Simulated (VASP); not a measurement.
# N (P6_3/mmc) in VASP: further runs

N is run at these levels: r2SCAN; tasks: single point, relaxation of cell and atoms.

Program: VASP 6.6.1. These are calculated values, not measurements. Logs are shortened: lines on timing, memory, paths and dates and some standing lists are left out, and cuts for length are marked.

**1. The cell of the first run**

The structure is hexagonal, space group P6_3/mmc (No. 194). The conventional cell has a = 2.564 Å, b = 2.564 Å, c = 2.441 Å, α = 90.00°, β = 90.00°, γ = 120.00°. Within 2.5 Å of N (site symmetry -6m2) lie 8 N at 1.92 to 2.44 Å.

**2. Single point, r2SCAN**

The input, POSCAR:

```
N
1.0
    2.5641627292      0.0000000000      0.0000000000
   -1.2820813646      2.2206300629      0.0000000000
    0.0000000000      0.0000000000      2.4406973231
N
2
Direct
    0.6666666667      0.3333333333      0.2500000000
    0.3333333333      0.6666666667      0.7500000000
```

The input, INCAR.step1:

```
  PREC = Accurate
  ENCUT = 520
  ISMEAR = 0
  SIGMA = 0.1
  LREAL = F
  LASPH = T
  NELM = 100
  NBANDS = 12
  GGA = PE
  ALGO = Normal
  EDIFF = 1E-4
  LWAVE = T
  LCHARG = F
```

The input, INCAR.step2:

```
  PREC = Accurate
  ENCUT = 520
  EDIFF = 1E-7
  ISMEAR = 0
  SIGMA = 0.1
  LREAL = F
  LASPH = T
  NELM = 100
  ALGO = Normal
  ISIF = 2
  LWAVE = F
  LCHARG = T
  METAGGA = R2SCAN
  LMIXTAU = T
  LELF = T
  LVHAR = T
  NBANDS = 12
  ISTART = 1
```

The input, KPOINTS:

```
Automatic mesh
0
Gamma
  18 18 18
```

Potentials or basis: VASP PAW PBE potentials, release 64 (N).

Command:

```console
$ cat potpaw_PBE.64/N/POTCAR > POTCAR
$ cp INCAR.step1 INCAR
$ mpirun -np 1 vasp_std > vasp.out
$ cp INCAR.step2 INCAR
$ mpirun -np 1 vasp_std > vasp.out
```

OUTCAR:

```text
PREC = Accurate
   ENCUT = 520
   EDIFF = 1E-7
   ISMEAR = 0
   LREAL = F
   LASPH = T
   NELM = 100
   ISIF = 2
   METAGGA = R2SCAN
   ISTART = 1

 ion  position               nearest neighbor table
   1  0.667  0.333  0.250-
   2  0.333  0.667  0.750-

  LATTYP: Found a hexagonal cell.
 ALAT       =     2.5641627292
 C/A-ratio  =     0.9518496214

  Lattice vectors:

 A1 = (   2.5641627292,   0.0000000000,   0.0000000000)
 A2 = (  -1.2820813646,   2.2206300629,   0.0000000000)
 A3 = (   0.0000000000,   0.0000000000,   2.4406973231)

Analysis of symmetry for initial positions (statically):
=====================================================================
 Subroutine PRICEL returns:
 Original cell was already a primitive cell.

 Routine SETGRP: Setting up the symmetry group for a
 hexagonal supercell.

 Subroutine GETGRP returns: Found 24 space group operations
 (whereof 12 operations were pure point group operations)
 out of a pool of 24 trial point group operations.

The static configuration has the point symmetry D_3d.
 The point group associated with its full space group is D_6h.

Analysis of symmetry for dynamics (positions and initial velocities):
=====================================================================
 Subroutine PRICEL returns:
 Original cell was already a primitive cell.

 Routine SETGRP: Setting up the symmetry group for a
 hexagonal supercell.

 Subroutine GETGRP returns: Found 24 space group operations
 (whereof 12 operations were pure point group operations)
 out of a pool of 24 trial point group operations.

The dynamic configuration has the point symmetry D_3d.
 The point group associated with its full space group is D_6h.

 Subroutine INISYM returns: Found 24 space group operations
 (whereof 12 operations are pure point group operations),
 and found     1 'primitive' translations

----------------------------------------------------------------------------------------

                                     Primitive cell

  volume of cell :      13.8975

  direct lattice vectors                    reciprocal lattice vectors
     2.564162729  0.000000000  0.000000000     0.389990849  0.225161322  0.000000000
    -1.282081365  2.220630063  0.000000000     0.000000000  0.450322643  0.000000000
     0.000000000  0.000000000  2.440697323     0.000000000  0.000000000  0.409718973

  length of vectors
     2.564162729  2.564162729  2.440697323     0.450322643  0.450322643  0.409718973

  position of ions in fractional coordinates (direct lattice)
[... 83 lines left out ...]
   IBRION =     -1    ionic relax: 0-MD 1-quasi-New 2-CG
   NFREE  =      0    steps in history (QN), initial steepest desc. (CG)
   ISIF   =      2    stress and relaxation
   ISYM   =      2    0-nonsym 1-usesym 2-fastsym
   POTIM  = 0.5000    time-step for ionic-motion
   TEBEG  =    0.0;   TEEND  =   0.0 temperature during run
   PSTRESS=    0.0 pullay stress
   NELECT =      10.0000    total number of electrons
   NUPDOWN=      -1.0000    fix difference up-down
   EMIN   =  10.00;   EMAX   =-10.00  energy-range for DOS
   EFERMI =   0.00;   METHOD = LEGACY
   ISMEAR =     0;   SIGMA  =   0.10  broadening in eV -4-tet -1-fermi 0-gaus
   EFERMI_NEDOS =   21; number of points for ismear=-14 and -15
   IALGO  =     38    algorithm
   IMIX   =      4    mixing-type and parameters
     AMIX     =   0.40;   BMIX     =  1.00
     AMIX_MAG =   1.60;   BMIX_MAG =  1.00
  volume/ion in A,a.u.               =       6.95        46.89
  Fermi-wavevector in a.u.,A,eV,Ry     =   1.466998  2.772225 29.280878  2.152084
  Thomas-Fermi vector in A             =   2.582669
   LORBIT       =      0    0 simple, 1 ext, 2 COOP (PROOUT), +10 PAW based schemes
   METAGGA = R2SCAN    functional components
   LHFCALC =     F    Hartree Fock is set to
   AEXX    =    0.0000 exact exchange contribution
   IVDW    =     0    specifies the selected vdW correction
   LEPSILON=     F    determine dielectric tensor
   LRPA    =     F    only Hartree local field effects (RPA)
 non-spin polarized calculation
 Gauss-broadening in eV      SIGMA  =   0.10
  energy-cutoff  :      520.00
  volume of cell :       13.90
 maximum number of plane-waves:       399
 NGX is ok and might be reduce to    20
   NGX =  9   NGY =  9   NGZ =  9

 number of electron      10.0000001 magnetization

 Free energy of the ion-electron system (eV)
  ---------------------------------------------------
  ext. energy  EPLUGINS =         0.00000000
  ---------------------------------------------------
  free energy    TOTEN  =       -10.70041310 eV

  energy without entropy =      -10.69691757  energy(sigma->0) =      -10.69866533

 E-fermi :   6.4337     XC(G=0): -13.7907

 val. band max:        6.4264710885   @ k =   0.2778   0.1667   0.3889
 cond. band min:       6.4390733120   @ k =   0.2778   0.1667   0.0556
 fundamental gap:      0.0126022236
 Fermi energy:         6.4337067255

 k-point     1 :       0.0000    0.0000    0.0000
  band No.  band energies     occupation
      1     -16.3934      2.00000
      2      -0.1043      2.00000
      3       1.8531      2.00000
      4       3.7861      2.00000
      5       3.7861      2.00000
      6       9.2995      0.00000
      7       9.2995      0.00000
      8      12.8136      0.00000
      9      22.0965      0.00000
     10      24.9184      0.00000
     11      32.6879      0.00000
     12      32.6879      0.00000
[... 331 lines left out ...]
 k-point    24 :       0.3889    0.1111    0.0000
  band No.  band energies     occupation
      1     -12.0666      2.00000
      2      -8.2910      2.00000
      3      -0.1011      2.00000
      4       5.0838      2.00000
      5       5.2215      2.00000
      6       8.4351      0.00000
      7       9.3052      0.00000
      8      11.5672      0.00000
      9      21.7258      0.00000
     10      30.1227      0.00000
     11      32.8333      0.00000
     12      34.8261      0.00000

 [... further k-points ...]
[... 5 lines left out ...]
  --------------------------------------------------------------------------------------
  -------------------------------------------------------------------------------------
  Total       -0.0114180     -0.0114180      0.0016834      0.0000000     -0.0000000      0.0000000
  in kB       -1.3163292     -1.3163292      0.1940766      0.0000000     -0.0000000      0.0000000
  external PRESSURE =      -0.8128606 kB  Pullay stress =       0.0000000 kB

 VOLUME and BASIS-vectors are now :
 -----------------------------------------------------------------------------
  energy-cutoff  :      520.00
  volume of cell :       13.90
      direct lattice vectors                 reciprocal lattice vectors
     2.564162729  0.000000000  0.000000000     0.389990849  0.225161322  0.000000000
    -1.282081365  2.220630063  0.000000000     0.000000000  0.450322643  0.000000000
     0.000000000  0.000000000  2.440697323     0.000000000  0.000000000  0.409718973

 POSITION                                       TOTAL-FORCE (eV/Angst)
 -----------------------------------------------------------------------------------
      1.28208      0.74021      0.61017         0.000000     -0.000000      0.000000
     -0.00000      1.48042      1.83052        -0.000000      0.000000      0.000000
 -----------------------------------------------------------------------------------
    total drift:                               -0.000000      0.000000      0.000000

  FREE ENERGIE OF THE ION-ELECTRON SYSTEM (eV)
  ---------------------------------------------------
  free  energy   TOTEN  =       -10.7004130969 eV

  energy  without entropy=      -10.6969175658  energy(sigma->0) =      -10.69866533
```

OUTCAR.step1:

```text
PREC = Accurate
   ENCUT = 520
   ISMEAR = 0
   LREAL = F
   LASPH = T
[... 584 lines left out ...]
 -----------------------------------------------------------------------------------
      1.28208      0.74021      0.61017         0.000000      0.000000      0.000000
     -0.00000      1.48042      1.83052        -0.000000     -0.000000     -0.000000
 -----------------------------------------------------------------------------------
    total drift:                               -0.000000      0.000000      0.000000

  FREE ENERGIE OF THE ION-ELECTRON SYSTEM (eV)
  ---------------------------------------------------
  free  energy   TOTEN  =        -9.4346850119 eV

  energy  without entropy=       -9.4311055356  energy(sigma->0) =       -9.43289527
```

Run time: 1.8 min. Hardware: 1 thread of Intel Xeon 6975P-C (Granite Rapids), shared host; peak memory 0.15 GiB.

What came out:

```yaml
Free_energy: -10.7004 eV
Pressure: -0.1 GPa
Band_gap_on_the_k_mesh: zero (band 5 reaches 7.51 eV, above the bottom of band 6 at 2.70 eV)
```

Stress tensor (GPa, compression positive):
```
-0.13  0.00  0.00
 0.00 -0.13  0.00
 0.00  0.00  0.02
```

Caveat: the PAW data sets were made with another functional, which shifts forces and pressure a little.

**3. Single point, r2SCAN**

POSCAR is that of step 2.

The input, INCAR.step1:

```
SYSTEM = N
ALGO = Normal ; EDIFF = 1E-4
ENCUT = 520 ; GGA = PE
ISMEAR = 0 ; LASPH = .TRUE.
LCHARG = .FALSE. ; LREAL = .FALSE.
LWAVE = .TRUE. ; NBANDS = 12
NELM = 80 ; PREC = Accurate
SIGMA = 0.1
```

The input, INCAR.step2:

```
SYSTEM = N
ALGO = Normal ; EDIFF = 1E-7
ENCUT = 520 ; ISIF = 2
ISMEAR = 0 ; ISTART = 1
LASPH = .TRUE. ; LCHARG = .FALSE.
LMIXTAU = .TRUE. ; LREAL = .FALSE.
LWAVE = .FALSE. ; METAGGA = R2SCAN
NBANDS = 12 ; NELM = 80
PREC = Accurate ; SIGMA = 0.1
```

The input, KPOINTS:

```
k-points
0
G
  18 18 18
  0 0 0
```

Potentials or basis: VASP PAW PBE potentials, release 64 (N).

Command:

```console
$ cat potpaw_PBE.64/N/POTCAR > POTCAR
$ cp INCAR.step1 INCAR
$ mpirun -np 1 vasp_std > vasp.out
$ cp INCAR.step2 INCAR
$ mpirun -np 1 vasp_std > vasp.out
```

OUTCAR:

```text
SYSTEM = N
   EDIFF = 1E-7
   ENCUT = 520
   ISIF = 2
   ISMEAR = 0
   ISTART = 1
   LASPH = .TRUE.
   LREAL = .FALSE.
   METAGGA = R2SCAN
   NELM = 80
   PREC = Accurate

 ion  position               nearest neighbor table
   1  0.667  0.333  0.250-
   2  0.333  0.667  0.750-

  LATTYP: Found a hexagonal cell.
 ALAT       =     2.5641627292
 C/A-ratio  =     0.9518496214

  Lattice vectors:

 A1 = (   2.5641627292,   0.0000000000,   0.0000000000)
 A2 = (  -1.2820813646,   2.2206300629,   0.0000000000)
 A3 = (   0.0000000000,   0.0000000000,   2.4406973231)

Analysis of symmetry for initial positions (statically):
=====================================================================
 Subroutine PRICEL returns:
 Original cell was already a primitive cell.

 Routine SETGRP: Setting up the symmetry group for a
 hexagonal supercell.

 Subroutine GETGRP returns: Found 24 space group operations
 (whereof 12 operations were pure point group operations)
 out of a pool of 24 trial point group operations.

The static configuration has the point symmetry D_3d.
 The point group associated with its full space group is D_6h.

[... 167 lines left out ...]
 Fermi energy:         6.4337067255

 k-point     1 :       0.0000    0.0000    0.0000
  band No.  band energies     occupation
      1     -16.3934      2.00000
      2      -0.1043      2.00000
      3       1.8531      2.00000
      4       3.7861      2.00000
      5       3.7861      2.00000
      6       9.2995      0.00000
      7       9.2995      0.00000
      8      12.8136      0.00000
      9      22.0965      0.00000
     10      24.9184      0.00000
     11      32.6879      0.00000
     12      32.6879      0.00000
[... 331 lines left out ...]
 k-point    24 :       0.3889    0.1111    0.0000
  band No.  band energies     occupation
      1     -12.0666      2.00000
      2      -8.2910      2.00000
      3      -0.1011      2.00000
      4       5.0838      2.00000
      5       5.2215      2.00000
      6       8.4351      0.00000
      7       9.3052      0.00000
      8      11.5672      0.00000
      9      21.7258      0.00000
     10      30.1227      0.00000
     11      32.8333      0.00000
     12      34.8261      0.00000

 [... further k-points ...]
[... 5 lines left out ...]
  --------------------------------------------------------------------------------------
  -------------------------------------------------------------------------------------
  Total       -0.0114180     -0.0114180      0.0016834      0.0000000     -0.0000000      0.0000000
  in kB       -1.3163292     -1.3163292      0.1940766      0.0000000     -0.0000000      0.0000000
  external PRESSURE =      -0.8128606 kB  Pullay stress =       0.0000000 kB

 VOLUME and BASIS-vectors are now :
 -----------------------------------------------------------------------------
  energy-cutoff  :      520.00
  volume of cell :       13.90
      direct lattice vectors                 reciprocal lattice vectors
     2.564162729  0.000000000  0.000000000     0.389990849  0.225161322  0.000000000
    -1.282081365  2.220630063  0.000000000     0.000000000  0.450322643  0.000000000
     0.000000000  0.000000000  2.440697323     0.000000000  0.000000000  0.409718973

 POSITION                                       TOTAL-FORCE (eV/Angst)
 -----------------------------------------------------------------------------------
      1.28208      0.74021      0.61017         0.000000     -0.000000      0.000000
     -0.00000      1.48042      1.83052        -0.000000      0.000000      0.000000
 -----------------------------------------------------------------------------------
    total drift:                               -0.000000      0.000000      0.000000

  FREE ENERGIE OF THE ION-ELECTRON SYSTEM (eV)
  ---------------------------------------------------
  free  energy   TOTEN  =       -10.7004130969 eV

  energy  without entropy=      -10.6969175658  energy(sigma->0) =      -10.69866533
```

OUTCAR.step1:

```text
SYSTEM = N
   EDIFF = 1E-4
   ENCUT = 520
   GGA = PE
   ISMEAR = 0
   LASPH = .TRUE.
[... 584 lines left out ...]
 -----------------------------------------------------------------------------------
      1.28208      0.74021      0.61017         0.000000      0.000000      0.000000
     -0.00000      1.48042      1.83052        -0.000000     -0.000000     -0.000000
 -----------------------------------------------------------------------------------
    total drift:                               -0.000000      0.000000      0.000000

  FREE ENERGIE OF THE ION-ELECTRON SYSTEM (eV)
  ---------------------------------------------------
  free  energy   TOTEN  =        -9.4346850119 eV

  energy  without entropy=       -9.4311055356  energy(sigma->0) =       -9.43289527
```

Run time: 1.8 min. Hardware: 1 thread of Intel Xeon 6975P-C (Granite Rapids), shared host; peak memory 0.15 GiB.

Results:

```yaml
Free_energy: -10.7004 eV
Pressure: -0.1 GPa
Band_gap_on_the_k_mesh: zero (band 5 reaches 7.51 eV, above the bottom of band 6 at 2.70 eV)
```

Stress tensor (GPa, compression positive):
```
-0.13  0.00  0.00
 0.00 -0.13  0.00
 0.00  0.00  0.02
```

Levels at points of the mesh, in eV from the Fermi level:
| k point | band 3 | band 4 | band 5 | band 6 | band 7 | band 8 |
| --- | --- | --- | --- | --- | --- | --- |
| (0.00, 0.00, 0.00) | -4.58 | -2.65 | -2.65 | 2.87 | 2.87 | 6.38 |
| (0.50, 0.00, 0.00) | -5.26 | -2.47 | -1.32 | 1.94 | 2.98 | 5.31 |
| (0.00, 0.00, 0.50) | 0.49 | 0.49 | 0.49 | 0.49 | 1.87 | 1.87 |
| (0.50, 0.00, 0.50) | -8.64 | -8.64 | -0.82 | -0.82 | 4.19 | 4.19 |

Caveat: the PAW data sets were made with another functional, which shifts forces and pressure a little.

**4. Relaxation of cell and atoms, r2SCAN**

This run uses another cell than the first one, of 6.72 Å³/atom, 0.968 times its volume.

The input, POSCAR:

```
N
1.0
    2.5194737886      0.0000000000      0.0000000000
   -1.2597368943      2.1819283051      0.0000000000
    0.0000000000      0.0000000000      2.4460020000
N
2
Direct
    0.6666666700      0.3333333300      0.2500000000
    0.3333333300      0.6666666700      0.7500000000
```

The input, INCAR.step1:

```
SYSTEM = N
ALGO = Normal ; EDIFF = 1E-4
ENCUT = 600 ; GGA = PE
ISMEAR = 0 ; LASPH = .True.
LCHARG = .False. ; LREAL = .False.
LWAVE = .True. ; NELM = 80
PREC = Accurate ; SIGMA = 0.1
```

The input, INCAR.step2:

```
SYSTEM = N
ALGO = Normal ; EDIFF = 1E-7
EDIFFG = -0.005 ; ENCUT = 600
IBRION = 2 ; ISIF = 3
ISMEAR = 0 ; ISTART = 1
LASPH = .True. ; LCHARG = .False.
LMIXTAU = .True. ; LREAL = .False.
LWAVE = .False. ; METAGGA = R2SCAN
NELM = 80 ; NSW = 100
PREC = Accurate ; SIGMA = 0.1
```

The input, KPOINTS:

```
k-points
0
Gamma
  18 18 18
  0 0 0
```

Command:

```console
$ cat potpaw_PBE.64/N/POTCAR > POTCAR
$ cp INCAR.step1 INCAR
$ mpirun -np 1 vasp_std > vasp.out
$ cp INCAR.step2 INCAR
$ mpirun -np 1 vasp_std > vasp.out
```

It took 6.1 min on 1 thread of Intel Xeon 6975P-C (Granite Rapids), shared host; peak memory 0.17 GiB.

Results (log left out):

```yaml
Free_energy: -10.6998 eV
Relaxed_volume: 6.95 Å³/atom
Relaxed_cell: a = 2.564 Å, b = 2.564 Å, c = 2.441 Å, α = 90.00°, β = 90.00°, γ = 120.00°
Space_group_after_relaxing_to_0.05_Å: P6_3/mmc (No. 194)
Energy_gained_by_relaxing: 8.1 meV/atom
Ionic_steps: 5
Pressure_after_relaxing: 0.0 GPa
Band_gap_on_the_k_mesh: zero (band 5 reaches 7.51 eV, above the bottom of band 6 at 2.70 eV)
```

Step by step:
```tsv
step	energy change (eV)	largest force (eV/Å)	pressure (GPa)	volume (Å³)
1	0.0000	0.0000	6.34	13.45
2	-0.0147	0.0000	-0.53	13.97
3	-0.0160	0.0000	0.86	13.85
4	-0.0162	0.0000	-0.54	13.93
5	-0.0163	0.0000	0.01	13.90
```

Final structure:
```xyz
2
Lattice="2.5641 0.0000 0.0000 -1.2820 2.2206 0.0000 0.0000 0.0000 2.4410" Properties=species:S:1:pos:R:3 pbc="T T T"
N     1.2820    0.7402    0.6102
N     0.0000    1.4804    1.8307
```

Levels at points of the mesh, in eV from the Fermi level:
```csv
k point,band 3,band 4,band 5,band 6,band 7,band 8
"(0.00, 0.00, 0.00)",-4.58,-2.65,-2.65,2.87,2.87,6.38
"(0.50, 0.00, 0.00)",-5.26,-2.47,-1.32,1.94,2.98,5.31
"(0.00, 0.00, 0.50)",0.49,0.49,0.49,0.49,1.87,1.87
"(0.50, 0.00, 0.50)",-8.64,-8.64,-0.82,-0.82,4.19,4.19
```

Caveat: the PAW data sets were made with another functional, which shifts forces and pressure a little.
